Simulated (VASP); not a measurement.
# Al3BAs4 (P-4m2) in VASP: a series of runs

Runs on Al3BAs4. Level: PBE. Tasks: relaxation of cell and atoms, single point.

Everything below comes from runs of VASP 6.6.1. Logs are shortened: lines on timing, memory, paths and dates and some standing lists are left out, and cuts for length are marked.

## (1) The cell of the first run

It takes space group P-4m2 (No. 115, tetragonal). The conventional cell has a = 3.758 Å, b = 3.758 Å, c = 10.628 Å, α = 90.00°, β = 90.00°, γ = 90.00°. Al (site symmetry 2mm) has 4 As at 2.30 Å within 3.0 Å. Within 3.0 Å of Al (site symmetry -4m2) lie 4 As at 2.30 Å. Within 3.0 Å of B (site symmetry -4m2) lie 4 As at 2.30 Å. Within 3.0 Å of As (site symmetry 2mm) lie 4 Al at 2.30 Å. As (site symmetry 2mm) has 2 Al at 2.30 Å and 2 B at 2.30 Å within 3.0 Å.

## (2) Relaxation of cell and atoms, PBE

INCAR reads:

```
PREC = Accurate
ENCUT = 600
EDIFF = 1E-7
ISMEAR = 0
SIGMA = 0.1
LREAL = F
LASPH = T
NELM = 100
ALGO = Normal
ISIF = 3
LWAVE = F
LCHARG = F
GGA = PE
IBRION = 2
NSW = 90
EDIFFG = -0.04
```

KPOINTS reads:

```
Automatic mesh
0
Gamma
  4 4 2
```

POSCAR reads:

```
Al3BAs4
1.0
    3.7575467500      0.0000000000      0.0000000000
    0.0000000000      3.7575467500      0.0000000000
    0.0000000000      0.0000000000     10.6279471400
Al B As
3 1 4
Direct
    0.0000000000      0.0000000000      0.7500000000
    0.5000000000      0.5000000000      0.0000000000
    0.0000000000      0.0000000000      0.2500000000
    0.5000000000      0.5000000000      0.5000000000
    0.5000000000      0.0000000000      0.8750000000
    0.0000000000      0.5000000000      0.1250000000
    0.5000000000      0.0000000000      0.3750000000
    0.0000000000      0.5000000000      0.6250000000
```

Potentials or basis: VASP PAW PBE potentials, release 64 (Al, B, As).

Started as:

```sh
> cat potpaw_PBE.64/Al/POTCAR potpaw_PBE.64/B/POTCAR potpaw_PBE.64/As/POTCAR > POTCAR
> mpirun -np 1 vasp_std > vasp.out
```

OUTCAR:

```text
PREC = Accurate
   ENCUT = 600
   EDIFF = 1E-7
   ISMEAR = 0
   LREAL = F
   LASPH = T
   NELM = 100
   ISIF = 3
   GGA = PE
   IBRION = 2
   NSW = 90
   EDIFFG = -0.04

 ion  position               nearest neighbor table
   1  0.000  0.000  0.750-   5 2.30   8 2.30   8 2.30   5 2.30
   2  0.500  0.500  0.000-   5 2.30   6 2.30   5 2.30   6 2.30
   3  0.000  0.000  0.250-   6 2.30   7 2.30   6 2.30   7 2.30
   4  0.500  0.500  0.500-   7 2.30   8 2.30   7 2.30   8 2.30
   5  0.500  0.000  0.875-   1 2.30   2 2.30   2 2.30   1 2.30
   6  0.000  0.500  0.125-   2 2.30   3 2.30   3 2.30   2 2.30
   7  0.500  0.000  0.375-   3 2.30   4 2.30   4 2.30   3 2.30
   8  0.000  0.500  0.625-   1 2.30   4 2.30   1 2.30   4 2.30

  LATTYP: Found a simple tetragonal cell.
 ALAT       =     3.7575467500
 C/A-ratio  =     2.8284271220

  Lattice vectors:

 A1 = (   3.7575467500,   0.0000000000,   0.0000000000)
 A2 = (   0.0000000000,   3.7575467500,   0.0000000000)
 A3 = (   0.0000000000,   0.0000000000,  10.6279471400)

Analysis of symmetry for initial positions (statically):
=====================================================================
 Subroutine PRICEL returns:
 Original cell was already a primitive cell.

 Routine SETGRP: Setting up the symmetry group for a
 simple tetragonal supercell.

 Subroutine GETGRP returns: Found  8 space group operations
 (whereof  8 operations were pure point group operations)
 out of a pool of 16 trial point group operations.

The static configuration has the point symmetry D_2d.

Analysis of symmetry for dynamics (positions and initial velocities):
=====================================================================
 Subroutine PRICEL returns:
 Original cell was already a primitive cell.

 Routine SETGRP: Setting up the symmetry group for a
 simple tetragonal supercell.

 Subroutine GETGRP returns: Found  8 space group operations
 (whereof  8 operations were pure point group operations)
 out of a pool of 16 trial point group operations.

The dynamic configuration has the point symmetry D_2d.

 Subroutine INISYM returns: Found  8 space group operations
 (whereof  8 operations are pure point group operations),
 and found     1 'primitive' translations

----------------------------------------------------------------------------------------

                                     Primitive cell

  volume of cell :     150.0577

  direct lattice vectors                    reciprocal lattice vectors
     3.757546750  0.000000000  0.000000000     0.266131087  0.000000000  0.000000000
[... 101 lines left out ...]
   EFERMI_NEDOS =   21; number of points for ismear=-14 and -15
   IALGO  =     38    algorithm
   IMIX   =      4    mixing-type and parameters
     AMIX     =   0.40;   BMIX     =  1.00
     AMIX_MAG =   1.60;   BMIX_MAG =  1.00
  volume/ion in A,a.u.               =      18.76       126.58
  Fermi-wavevector in a.u.,A,eV,Ry     =   0.978075  1.848293 13.015747  0.956630
  Thomas-Fermi vector in A             =   2.108822
   LORBIT       =      0    0 simple, 1 ext, 2 COOP (PROOUT), +10 PAW based schemes
   GGA     = PE    functional components
   LHFCALC =     F    Hartree Fock is set to
   AEXX    =    0.0000 exact exchange contribution
   IVDW    =     0    specifies the selected vdW correction
   LEPSILON=     F    determine dielectric tensor
   LRPA    =     F    only Hartree local field effects (RPA)
 conjugate gradient relaxation of ions
 non-spin polarized calculation
 Gauss-broadening in eV      SIGMA  =   0.10
  energy-cutoff  :      600.00
  volume of cell :      150.06
 maximum number of plane-waves:      5043
   NGX = 15   NGY = 15   NGZ = 43

--------------------------------------- Ionic step        1  -------------------------------------------

 number of electron      32.0000000 magnetization

 Free energy of the ion-electron system (eV)
  ---------------------------------------------------
  ext. energy  EPLUGINS =         0.00000000
  ---------------------------------------------------
  free energy    TOTEN  =       -36.58648419 eV

  energy without entropy =      -36.58648419  energy(sigma->0) =      -36.58648419

------------------------ aborting loop because EDIFF is reached ----------------------------------------

  FORCE on cell =-STRESS in cart. coord.  units (eV):
  Direction    XX          YY          ZZ          XY          YZ          ZX
  --------------------------------------------------------------------------------------
  -------------------------------------------------------------------------------------
  Total       13.6831662     13.6831662     11.8134117      0.0000000     -0.0000000      0.0000000
  in kB      146.0962310    146.0962310    126.1327172      0.0000000     -0.0000000      0.0000000
  external PRESSURE =     139.4417264 kB  Pullay stress =       0.0000000 kB
[... 107 lines left out ...]
  FREE ENERGIE OF THE ION-ELECTRON SYSTEM (eV)
  ---------------------------------------------------
  free  energy   TOTEN  =       -37.8625486954 eV

  energy  without entropy=      -37.8625486954  energy(sigma->0) =      -37.86254870

 E-fermi :   4.3231     XC(G=0):  -9.0749

 val. band max:        3.8578097421   @ k =   0.0000   0.0000   0.0000
 cond. band min:       4.8614774262   @ k =   0.0000   0.0000   0.0000
 fundamental gap:      1.0036676841
 Fermi energy:         4.3231314798

 k-point     1 :       0.0000    0.0000    0.0000
  band No.  band energies     occupation
      1      -8.4122      2.00000
      2      -7.6325      2.00000
      3      -7.4957      2.00000
      4      -6.1712      2.00000
      5      -2.0833      2.00000
      6       0.0939      2.00000
[... 277 lines left out ...]
     20       6.7551      0.00000
     21       6.7845      0.00000

[... ionic steps 4 to 8 ...]

--------------------------------------- Ionic step        9  -------------------------------------------

 number of electron      31.9999998 magnetization

------------------------ aborting loop because EDIFF is reached ----------------------------------------
[... 79 lines left out ...]
--------------------------------------- Ionic step       11  -------------------------------------------

 number of electron      31.9999997 magnetization

 Free energy of the ion-electron system (eV)
  ---------------------------------------------------
  ext. energy  EPLUGINS =         0.00000000
  ---------------------------------------------------
  free energy    TOTEN  =       -38.19891830 eV

  energy without entropy =      -38.19891830  energy(sigma->0) =      -38.19891830

 E-fermi :   4.6336     XC(G=0):  -9.1997

 val. band max:        4.2106479205   @ k =   0.0000   0.0000   0.0000
 cond. band min:       5.0541918991   @ k =   0.0000   0.0000   0.0000
 fundamental gap:      0.8435439786
 Fermi energy:         4.6335598580

 k-point     1 :       0.0000    0.0000    0.0000
  band No.  band energies     occupation
      1      -8.4919      2.00000
      2      -7.5363      2.00000
      3      -7.2006      2.00000
      4      -5.9951      2.00000
      5      -1.9638      2.00000
      6       0.3624      2.00000
[... 312 lines left out ...]
  FREE ENERGIE OF THE ION-ELECTRON SYSTEM (eV)
  ---------------------------------------------------
  free  energy   TOTEN  =       -38.1989182975 eV

  energy  without entropy=      -38.1989182974  energy(sigma->0) =      -38.19891830

 reached required accuracy - stopping structural energy minimisation
```

OSZICAR:

```text
N       E                     dE             d eps       ncg     rms          rms(c)
DAV:   1     0.128530266999E+03    0.12853E+03   -0.13629E+04   504   0.142E+03
DAV:   2    -0.270549819235E+02   -0.15559E+03   -0.14665E+03   664   0.195E+02
DAV:   3    -0.372842809320E+02   -0.10229E+02   -0.10091E+02   643   0.511E+01
[... 117 lines left out ...]
DAV:   3    -0.381989411028E+02    0.10594E-03   -0.25812E-04   604   0.749E-02    0.243E-02
DAV:   4    -0.381989227226E+02    0.18380E-04   -0.35367E-05   637   0.286E-02    0.112E-02
DAV:   5    -0.381989188705E+02    0.38521E-05   -0.30389E-06   582   0.908E-03    0.633E-03
DAV:   6    -0.381989183014E+02    0.56914E-06   -0.48255E-07   592   0.356E-03    0.215E-03
DAV:   7    -0.381989182975E+02    0.38794E-08   -0.34939E-08   327   0.111E-03
  11 F= -.38198918E+02 E0= -.38198918E+02  d E =-.609355E-03
```

CONTCAR:

```text
Al3BAs4
   1.00000000000000
     3.8856298359954220    0.0000000000000000   -0.0000000000000000
     0.0000000000000000    3.8856298359954220    0.0000000000000000
     0.0000000000000000   -0.0000000000000000   11.1721832356869015
  Al              B               As
     3     1     4
Direct
     0.0000000000000000    1.0000000000000000    0.7346838521836963
     0.5000000000000000    0.5000000000000000    0.0000000000000000
     0.0000000000000000    0.0000000000000000    0.2653161478163040
     0.5000000000000000    0.5000000000000000    0.5000000000000000
     0.5000000000000000    1.0000000000000000    0.8670658313825139
     0.0000000000000000    0.5000000000000000    0.1329341686174861
     0.5000000000000000    0.0000000000000000    0.3995369737980091
     0.0000000000000000    0.5000000000000000    0.6004630262019910

  0.00000000E+00  0.00000000E+00  0.00000000E+00
  0.00000000E+00  0.00000000E+00  0.00000000E+00
  0.00000000E+00  0.00000000E+00  0.00000000E+00
  0.00000000E+00  0.00000000E+00  0.00000000E+00
  0.00000000E+00  0.00000000E+00  0.00000000E+00
  0.00000000E+00  0.00000000E+00  0.00000000E+00
  0.00000000E+00  0.00000000E+00  0.00000000E+00
  0.00000000E+00  0.00000000E+00  0.00000000E+00
```

Wall time 3.4 min (1 thread of Intel Xeon 6975P-C (Granite Rapids), shared host); peak memory 0.29 GiB.

Results:

| Item | Value |
| --- | --- |
| Free energy | -38.1989 eV |
| Relaxed volume | 21.08 Å³/atom |
| Relaxed cell | a = 3.886 Å, b = 3.886 Å, c = 11.172 Å, α = 90.00°, β = 90.00°, γ = 90.00° |
| Space group after relaxing (to 0.05 Å) | P-4m2 (No. 115) |
| Energy gained by relaxing | 201.6 meV/atom |
| Ionic steps | 11 |
| Pressure after relaxing | -0.1 GPa |
| Largest force after relaxing | 0.026 eV/Å |
| Band gap on the k mesh | 0.84 eV, direct |

Forces on the atoms (eV/Å):
```
Al   0.000  0.000  0.005
Al   0.000  0.000  0.000
Al   0.000  0.000 -0.005
B    0.000  0.000  0.000
As   0.000  0.000  0.026
As   0.000  0.000 -0.026
As   0.000  0.000 -0.013
As   0.000  0.000  0.013
```

The path:
```tsv
step	energy change (eV)	largest force (eV/Å)	pressure (GPa)	volume (Å³)
1	0.0000	3.4063	13.94	150.06
2	-0.9923	0.8795	-6.20	188.37
3	-1.2761	1.0194	-1.54	174.32
4	-1.2760	1.0550	-1.33	173.81
5	-1.4318	0.6361	-0.61	171.24
6	-1.5343	0.5672	0.91	166.98
7	-1.5946	0.3418	-0.23	169.13
8	-1.6014	0.2433	-0.72	170.13
9	-1.6105	0.0569	0.50	167.46
10	-1.6118	0.0525	0.17	168.17
11	-1.6124	0.0259	-0.06	168.68
```

Final structure:
```xyz
8
Lattice="3.8856 0.0000 0.0000 0.0000 3.8856 0.0000 0.0000 0.0000 11.1722" Properties=species:S:1:pos:R:3 pbc="T T T"
Al    0.0000    3.8856    8.2080
Al    1.9428    1.9428    0.0000
Al    0.0000    0.0000    2.9642
B     1.9428    1.9428    5.5861
As    1.9428    3.8856    9.6870
As    0.0000    1.9428    1.4852
As    1.9428    0.0000    4.4637
As    0.0000    1.9428    6.7085
```

A k mesh can miss the band edges.

## (3) Single point, PBE

This run uses another cell than the first one, of 20.98 Å³/atom, 1.118 times its volume.

INCAR reads:

```
PREC = Accurate ; ENCUT = 520
EDIFF = 1E-7 ; ISMEAR = 0
SIGMA = 0.02 ; LREAL = False
LASPH = True ; NELM = 100
ALGO = Normal ; ISIF = 2
LWAVE = False ; LCHARG = True
GGA = PE ; LELF = True
LVHAR = True ; NBANDS = 26
```

KPOINTS reads:

```
Automatic mesh
0
Gamma
  8 8 4
```

POSCAR reads:

```
Al3BAs4
1.0
    3.8612326302      0.0000000000      0.0000000000
    0.0000000000      3.8612326302      0.0000000000
    0.0000000000      0.0000000000     11.2552416367
Al B As
3 1 4
Direct
    0.0000000000      0.0000000000      0.7350002664
    0.5000000000      0.5000000000      0.0000000000
    0.0000000000      0.0000000000      0.2649997336
    0.5000000000      0.5000000000      0.5000000000
    0.5000000000      0.0000000000      0.8673751438
    0.0000000000      0.5000000000      0.1326248562
    0.5000000000      0.0000000000      0.3993137402
    0.0000000000      0.5000000000      0.6006862598
```

Potentials or basis: VASP PAW PBE potentials, release 64 (Al, B, As).

Started as:

```sh
> cat potpaw_PBE.64/Al/POTCAR potpaw_PBE.64/B/POTCAR potpaw_PBE.64/As/POTCAR > POTCAR
> mpirun -np 1 vasp_std > vasp.out
```

OUTCAR:

```text
PREC = Accurate
   ENCUT = 520
   EDIFF = 1E-7
   ISMEAR = 0
   LREAL = False
   LASPH = True
   NELM = 100
   ISIF = 2
   GGA = PE

 ion  position               nearest neighbor table
   1  0.000  0.000  0.735-   5 2.44   5 2.44   8 2.45   8 2.45
   2  0.500  0.500  0.000-   5 2.44   6 2.44   5 2.44   6 2.44
   3  0.000  0.000  0.265-   6 2.44   6 2.44   7 2.45   7 2.45
   4  0.500  0.500  0.500-   7 2.24   8 2.24   7 2.24   8 2.24
   5  0.500  0.000  0.867-   1 2.44   1 2.44   2 2.44   2 2.44
   6  0.000  0.500  0.133-   3 2.44   3 2.44   2 2.44   2 2.44
   7  0.500  0.000  0.399-   4 2.24   4 2.24   3 2.45   3 2.45
   8  0.000  0.500  0.601-   4 2.24   4 2.24   1 2.45   1 2.45

  LATTYP: Found a simple tetragonal cell.
 ALAT       =     3.8612326302
 C/A-ratio  =     2.9149348705

  Lattice vectors:

 A1 = (   3.8612326302,   0.0000000000,   0.0000000000)
 A2 = (   0.0000000000,   3.8612326302,   0.0000000000)
 A3 = (   0.0000000000,   0.0000000000,  11.2552416367)
[... 184 lines left out ...]
  free energy    TOTEN  =       -38.39209820 eV

  energy without entropy =      -38.39209820  energy(sigma->0) =      -38.39209820

 E-fermi :   4.3559     XC(G=0):  -9.2285

 val. band max:        4.2738368494   @ k =   0.0000   0.0000   0.0000
 cond. band min:       5.1586861060   @ k =   0.0000   0.0000   0.0000
 fundamental gap:      0.8848492566
 Fermi energy:         4.3558547137

 k-point     1 :       0.0000    0.0000    0.0000
  band No.  band energies     occupation
      1      -8.4929      2.00000
      2      -7.5463      2.00000
      3      -7.2065      2.00000
      4      -6.0141      2.00000
      5      -2.0034      2.00000
      6       0.3455      2.00000
[... 685 lines left out ...]
     25       9.2746      0.00000
     26       9.3618      0.00000

 [... further k-points ...]
[... 5 lines left out ...]
  --------------------------------------------------------------------------------------
  -------------------------------------------------------------------------------------
  Total        0.1732377      0.1732377      0.2047262      0.0000000      0.0000000      0.0000000
  in kB        1.6540406      1.6540406      1.9546870      0.0000000      0.0000000      0.0000000
  external PRESSURE =       1.7542560 kB  Pullay stress =       0.0000000 kB

 VOLUME and BASIS-vectors are now :
 -----------------------------------------------------------------------------
  energy-cutoff  :      520.00
  volume of cell :      167.81
      direct lattice vectors                 reciprocal lattice vectors
     3.861232630  0.000000000  0.000000000     0.258984655  0.000000000  0.000000000
     0.000000000  3.861232630  0.000000000     0.000000000  0.258984655  0.000000000
     0.000000000  0.000000000 11.255241637     0.000000000  0.000000000  0.088847493

 POSITION                                       TOTAL-FORCE (eV/Angst)
 -----------------------------------------------------------------------------------
      0.00000      0.00000      8.27261        -0.000000      0.000000      0.002080
      1.93062      1.93062      0.00000        -0.000000     -0.000000      0.000000
      0.00000      0.00000      2.98264        -0.000000      0.000000     -0.002080
      1.93062      1.93062      5.62762        -0.000000     -0.000000      0.000000
      1.93062      0.00000      9.76252        -0.000000      0.000000      0.000031
      0.00000      1.93062      1.49272        -0.000000      0.000000     -0.000031
      1.93062      0.00000      4.49437        -0.000000      0.000000      0.004896
      0.00000      1.93062      6.76087         0.000000      0.000000     -0.004896
 -----------------------------------------------------------------------------------
    total drift:                                0.000000      0.000000     -0.000000

  FREE ENERGIE OF THE ION-ELECTRON SYSTEM (eV)
  ---------------------------------------------------
  free  energy   TOTEN  =       -38.3920982004 eV

  energy  without entropy=      -38.3920982003  energy(sigma->0) =      -38.39209820
```

OSZICAR:

```text
N       E                     dE             d eps       ncg     rms          rms(c)
DAV:   1     0.977870034590E+02    0.97787E+02   -0.12021E+04  2340   0.101E+03
DAV:   2    -0.302461885105E+02   -0.12803E+03   -0.11941E+03  3076   0.154E+02
DAV:   3    -0.390167697017E+02   -0.87706E+01   -0.86719E+01  3016   0.402E+01
DAV:   4    -0.391520338298E+02   -0.13526E+00   -0.13498E+00  2926   0.567E+00
DAV:   5    -0.391547986202E+02   -0.27648E-02   -0.27631E-02  3358   0.833E-01    0.642E+00
DAV:   6    -0.385245002070E+02    0.63030E+00   -0.76202E-01  2856   0.331E+00    0.373E+00
DAV:   7    -0.383892214704E+02    0.13528E+00   -0.52379E-01  2874   0.275E+00    0.103E+00
DAV:   8    -0.383905655735E+02   -0.13441E-02   -0.35192E-02  2680   0.907E-01    0.305E-01
DAV:   9    -0.383916340208E+02   -0.10684E-02   -0.54090E-03  2778   0.308E-01    0.111E-01
DAV:  10    -0.383919270615E+02   -0.29304E-03   -0.43732E-04  2958   0.107E-01    0.467E-02
DAV:  11    -0.383920882453E+02   -0.16118E-03   -0.21114E-04  2712   0.715E-02    0.134E-02
DAV:  12    -0.383920962191E+02   -0.79739E-05   -0.15269E-05  2984   0.226E-02    0.345E-03
DAV:  13    -0.383920981238E+02   -0.19047E-05   -0.39115E-06  2682   0.917E-03    0.151E-03
DAV:  14    -0.383920982004E+02   -0.76562E-07   -0.29643E-07  2948   0.321E-03
   1 F= -.38392098E+02 E0= -.38392098E+02  d E =-.438100E-11
```

stdout:

```text
POSCAR found type information on POSCAR AlB As
 POSCAR found :  3 types and       8 ions
 scaLAPACK will be used
 LDA part: xc-table for (Slater+PW92), standard interpolation
 POSCAR, INCAR and KPOINTS ok, starting setup
 FFT: planning ... GRIDC
 FFT: planning ... GRID_SOFT
 FFT: planning ... GRID
 WAVECAR not read
 entering main loop
```

Wall time 85 s (1 thread of Intel Xeon 6975P-C (Granite Rapids), shared host); peak memory 0.35 GiB.

Results:

```yaml
Free_energy: -38.3921 eV
Pressure: 0.2 GPa
Largest_force: 0.005 eV/Å
Band_gap_on_the_k_mesh: 0.88 eV, direct
```

Forces on the atoms (eV/Å):
```
Al   0.000  0.000  0.002
Al   0.000  0.000  0.000
Al   0.000  0.000 -0.002
B    0.000  0.000  0.000
As   0.000  0.000  0.000
As   0.000  0.000  0.000
As   0.000  0.000  0.005
As   0.000  0.000 -0.005
```

A k mesh can miss the band edges. As with any semilocal functional, this PBE gap is likely too small.

[end of part 1 of 2]
